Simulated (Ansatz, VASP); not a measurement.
**One calculation of Ti, two programs**

```
Ti
1.0
     2.93908    0.00000    0.00000
    -1.46954    2.54531    0.00000
     0.00000    0.00000    4.65599
Ti
2
Cartesian
  0.0000 1.6969 1.1640
  1.4695 0.8484 3.4920
```

Alike in both runs: task single point; functional PBE; k mesh 12 × 12 × 7; occupations gaussian, width 0.3 eV; no spin polarisation.

|  | VASP | Ansatz |
| --- | --- | --- |
| version | VASP 6.6.1 | Ansatz 0.2.0 |
| potentials or method | VASP PAW PBE potentials, release 64 (Ti_sv), cutoff 520 eV | plane waves (420 eV) with PAW, scalar-relativistic |
| valence electrons in the cell | 24 | 24 |

```tsv
	VASP	Ansatz	Ansatz less VASP
pressure (GPa)	-0.2	0.1	+0.23
```
